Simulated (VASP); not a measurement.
# SiC (klda) (F-43m) in VASP: further runs, part 2 of 2

VASP 6.6.1. Earlier steps stand in the parts before.

### Step 4. Relaxation of cell and atoms, LDA

INCAR reads:

```
SYSTEM = SiC
PREC     = Accurate       ! precision mode
ENCUT    = 600            ! plane-wave cutoff, eV
EDIFF    = 1E-7           ! SCF threshold, eV
ISMEAR   = 0              ! smearing method
SIGMA    = 0.02           ! smearing width, eV
LREAL    = .FALSE.        ! projectors in reciprocal space
LASPH    = .TRUE.         ! aspherical terms in the spheres
NELM     = 60             ! most SCF steps
ALGO     = Normal         ! electronic algorithm
ISIF     = 3              ! what is computed and relaxed
LWAVE    = .FALSE.        ! write WAVECAR
LCHARG   = .FALSE.        ! write CHGCAR
GGA      = CA             ! functional
IBRION   = 2              ! ionic algorithm
NSW      = 100            ! ionic steps
EDIFFG   = -0.002         ! ionic threshold
```

KPOINTS reads:

```
Automatic mesh
0
G
  10 10 10
  0 0 0
```

POSCAR reads:

```
SiC
1.0
    0.0000000000      2.1769966200      2.1769966200
    2.1769966200      0.0000000000      2.1769966200
    2.1769966200      2.1769966200      0.0000000000
Si C
1 1
Direct
    0.7500000000      0.7500000000      0.7500000000
    0.0000000000      0.0000000000      0.0000000000
```

Potentials or basis: VASP PAW LDA potentials, release 64 (Si, C).

The run is started by

```sh
$ cat potpaw_LDA.64/Si/POTCAR potpaw_LDA.64/C/POTCAR > POTCAR
$ mpirun -np 1 vasp_std > vasp.out
```

OUTCAR:

```text
SYSTEM = SiC
   PREC = Accurate
   ENCUT = 600
   EDIFF = 1E-7
   ISMEAR = 0
   LREAL = .FALSE.
   LASPH = .TRUE.
   NELM = 60
   ISIF = 3
   GGA = CA
   IBRION = 2
   NSW = 100
   EDIFFG = -0.002

 ion  position               nearest neighbor table
   1  0.750  0.750  0.750-   2 1.89   2 1.89   2 1.89   2 1.89
   2  0.000  0.000  0.000-   1 1.89   1 1.89   1 1.89   1 1.89

  LATTYP: Found a face centered cubic cell.
 ALAT       =     4.3539932400

  Lattice vectors:

 A1 = (   0.0000000000,   2.1769966200,   2.1769966200)
 A2 = (   2.1769966200,   0.0000000000,   2.1769966200)
 A3 = (   2.1769966200,   2.1769966200,   0.0000000000)

Analysis of symmetry for initial positions (statically):
=====================================================================
 Subroutine PRICEL returns:
 Original cell was already a primitive cell.

 Routine SETGRP: Setting up the symmetry group for a
 face centered cubic supercell.

 Subroutine GETGRP returns: Found 24 space group operations
 (whereof 24 operations were pure point group operations)
 out of a pool of 48 trial point group operations.

The static configuration has the point symmetry T_d .

Analysis of symmetry for dynamics (positions and initial velocities):
=====================================================================
 Subroutine PRICEL returns:
 Original cell was already a primitive cell.

 Routine SETGRP: Setting up the symmetry group for a
 face centered cubic supercell.

 Subroutine GETGRP returns: Found 24 space group operations
 (whereof 24 operations were pure point group operations)
 out of a pool of 48 trial point group operations.

The dynamic configuration has the point symmetry T_d .

 Subroutine INISYM returns: Found 24 space group operations
 (whereof 24 operations are pure point group operations),
 and found     1 'primitive' translations
[... 121 lines left out ...]
   LHFCALC =     F    Hartree Fock is set to
   AEXX    =    0.0000 exact exchange contribution
   IVDW    =     0    specifies the selected vdW correction
   LEPSILON=     F    determine dielectric tensor
   LRPA    =     F    only Hartree local field effects (RPA)
 conjugate gradient relaxation of ions
 non-spin polarized calculation
 Gauss-broadening in eV      SIGMA  =   0.02
  energy-cutoff  :      600.00
  volume of cell :       20.63
 maximum number of plane-waves:       701
 NGX is ok and might be reduce to    28
   NGX = 13   NGY = 13   NGZ = 13

--------------------------------------- Ionic step        1  -------------------------------------------

 number of electron       8.0000000 magnetization

 Free energy of the ion-electron system (eV)
  ---------------------------------------------------
  ext. energy  EPLUGINS =         0.00000000
  ---------------------------------------------------
  free energy    TOTEN  =       -16.64130011 eV

  energy without entropy =      -16.64130011  energy(sigma->0) =      -16.64130011

------------------------ aborting loop because EDIFF is reached ----------------------------------------

  FORCE on cell =-STRESS in cart. coord.  units (eV):
  Direction    XX          YY          ZZ          XY          YZ          ZX
  --------------------------------------------------------------------------------------
  -------------------------------------------------------------------------------------
  Total       -0.4632166     -0.4632166     -0.4632166     -0.0000000      0.0000000      0.0000000
  in kB      -35.9659401    -35.9659401    -35.9659401     -0.0000000      0.0000000      0.0000000
  external PRESSURE =     -35.9659401 kB  Pullay stress =       0.0000000 kB
[... 59 lines left out ...]
--------------------------------------- Ionic step        3  -------------------------------------------

 number of electron       8.0000000 magnetization

 Free energy of the ion-electron system (eV)
  ---------------------------------------------------
  ext. energy  EPLUGINS =         0.00000000
  ---------------------------------------------------
  free energy    TOTEN  =       -16.64508309 eV

  energy without entropy =      -16.64508309  energy(sigma->0) =      -16.64508309

 E-fermi :   8.4413     XC(G=0): -11.6373

 val. band max:        8.2776832128   @ k =   0.0000   0.0000   0.0000
 cond. band min:       9.5667570601   @ k =   0.5000   0.5000   0.0000
 fundamental gap:      1.2890738472
 Fermi energy:         8.4413464288

 k-point     1 :       0.0000    0.0000    0.0000
  band No.  band energies     occupation
      1      -7.1865      2.00000
      2       8.2777      2.00000
      3       8.2777      2.00000
      4       8.2777      2.00000
      5      14.7930      0.00000
      6      15.6018      0.00000
      7      15.6018      0.00000
      8      15.6018      0.00000
[... 243 lines left out ...]
 k-point    24 :       0.4000    0.3000    0.0000
  band No.  band energies     occupation
      1      -3.9738      2.00000
      2       2.7223      2.00000
      3       5.0745      2.00000
      4       5.6158      2.00000
      5      11.0961      0.00000
      6      13.8590      0.00000
      7      19.9649      0.00000
      8      20.2352      0.00000

 [... further k-points ...]
[... 5 lines left out ...]
  --------------------------------------------------------------------------------------
  -------------------------------------------------------------------------------------
  Total       -0.0015251     -0.0015251     -0.0015251     -0.0000000      0.0000000      0.0000000
  in kB       -0.1203469     -0.1203469     -0.1203469     -0.0000000      0.0000000      0.0000000
  external PRESSURE =      -0.1203469 kB  Pullay stress =       0.0000000 kB
[... 17 lines left out ...]
  FREE ENERGIE OF THE ION-ELECTRON SYSTEM (eV)
  ---------------------------------------------------
  free  energy   TOTEN  =       -16.6450830945 eV

  energy  without entropy=      -16.6450830945  energy(sigma->0) =      -16.64508309

 reached required accuracy - stopping structural energy minimisation
```

CONTCAR:

```text
SiC
   1.00000000000000
    -0.0000000000000000    2.1652766930534222    2.1652766930534222
     2.1652766930534222    0.0000000000000000    2.1652766930534222
     2.1652766930534222    2.1652766930534222    0.0000000000000000
  Si              C
     1     1
Direct
     0.7500000000000000    0.7500000000000000    0.7500000000000000
     0.0000000000000000    0.0000000000000000    0.0000000000000000

  0.00000000E+00  0.00000000E+00  0.00000000E+00
  0.00000000E+00  0.00000000E+00  0.00000000E+00
```

It took 19 s on 1 thread of Intel Xeon Platinum 8259CL at 2.50GHz (Skylake/Cascade Lake), shared host; peak memory 0.14 GiB.

Results:

* Free energy: -16.6451 eV
* Relaxed volume: 10.15 Å³/atom
* Relaxed cell: a = 3.062 Å, b = 3.062 Å, c = 3.062 Å, α = 60.00°, β = 60.00°, γ = 60.00°
* Space group after relaxing (to 0.05 Å): F-43m (No. 216)
* Energy gained by relaxing: 1.9 meV/atom
* Ionic steps: 3
* Pressure after relaxing: 0.0 GPa
* Band gap on the k mesh: 1.29 eV, indirect (least direct gap 4.52 eV)

The path:
| step | energy change (eV) | largest force (eV/Å) | pressure (GPa) | volume (Å³) |
| --- | --- | --- | --- | --- |
| 1 | 0.0000 | 0.0000 | -3.60 | 20.63 |
| 2 | 0.0007 | 0.0000 | 4.13 | 19.95 |
| 3 | -0.0038 | 0.0000 | -0.01 | 20.30 |

Final structure:
```cif
data_structure
_symmetry_space_group_name_H-M 'P 1'
_symmetry_Int_Tables_number 1
_cell_length_a 3.0622
_cell_length_b 3.0622
_cell_length_c 3.0622
_cell_angle_alpha 60.000
_cell_angle_beta 60.000
_cell_angle_gamma 60.000
_cell_volume 20.30
loop_
_atom_site_label
_atom_site_type_symbol
_atom_site_fract_x
_atom_site_fract_y
_atom_site_fract_z
_atom_site_occupancy
Si1 Si 0.75000 0.75000 0.75000 1
C1 C 0.00000 0.00000 0.00000 1
```

A k mesh can miss the band edges. A hybrid or GW would open this gap; LDA tends to underestimate it.

### Step 5. Overview

```csv
task,cell,k mesh,cutoff (eV),smearing,gap on the mesh (eV),pressure (GPa)
single point,"a = 3.079 Å, angles 60.0°, 2 atoms",8 × 8 × 8,520,gaussian 0.1 eV,1.30,-3.4
single point,"a = 3.061 Å, angles 60.0°, 2 atoms",10 × 10 × 10,520,gaussian 0.02 eV,1.29,0.4
relaxation of cell and atoms,"relaxed from a = 3.079 Å, angles 60.0°, 2 atoms",10 × 10 × 10,600,gaussian 0.02 eV,1.29,0.0
```

Alike in all rows: level LDA; potentials or basis VASP PAW LDA potentials, release 64 (Si, C); no spin polarisation.

Absolute energies hang on the potentials; compare differences alone.
